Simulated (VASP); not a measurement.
A run of VASP 6.6.1 is set up as follows.

Contents of POSCAR:

```
Pt
1.0
    2.6226323350      0.0000000000      0.0000000000
   -1.3113161675      2.5103468823      0.0000000000
    0.0000000000      0.0000000000      4.7921340000
Pt
2
Direct
    0.6666666667      0.3333333333      0.7500000000
    0.3333333333      0.6666666667      0.2500000000
```

The input INCAR.step1:

```
SYSTEM = Pt
  PREC = Accurate
  ENCUT = 520
  ISMEAR = 0
  SIGMA = 0.15
  LREAL = .False.
  LASPH = .True.
  NELM = 80
  NBANDS = 17
  GGA = PE
  ALGO = Normal
  EDIFF = 1E-4
  LWAVE = .True.
  LCHARG = .False.
```

Contents of INCAR.step2:

```
SYSTEM = Pt
  PREC = Accurate
  ENCUT = 520
  EDIFF = 1E-7
  ISMEAR = 0
  SIGMA = 0.15
  LREAL = .False.
  LASPH = .True.
  NELM = 80
  ALGO = Normal
  ISIF = 2
  LWAVE = .False.
  LCHARG = .False.
  METAGGA = R2SCAN
  LMIXTAU = .True.
  NBANDS = 17
  ISTART = 1
```

Contents of KPOINTS:

```
Automatic mesh
0
Gamma
  18 18 10
  0 0 0
```

Potentials or basis: VASP PAW PBE potentials, release 64 (Pt).

The run is started by

```console
$ cat potpaw_PBE.64/Pt/POTCAR > POTCAR
$ cp INCAR.step1 INCAR
$ mpirun -np 1 vasp_std > vasp.out
$ cp INCAR.step2 INCAR
$ mpirun -np 1 vasp_std > vasp.out
```

Predict the pressure.

-2.8 GPa.

Estimate the largest force.

0.016 eV/Å.

Estimate the band gap on the k mesh.

zero (bands 10 and 11 overlap by 1.44 eV).

Stress tensor (GPa, compression positive):
```
 11.62   0.00   0.00
  0.00 -13.72   0.00
  0.00   0.00  -6.19
```

Caveat: the cell differs from its parent crystal (strain -0.0500 x Voigt [1, -1, 0, 0, 0, 0]); the stress differs along the axes, from -14 to 12 GPa; the PAW data sets were made with another functional, which shifts forces and pressure a little; spin-orbit coupling is left out, which moves the levels of the heavy elements.
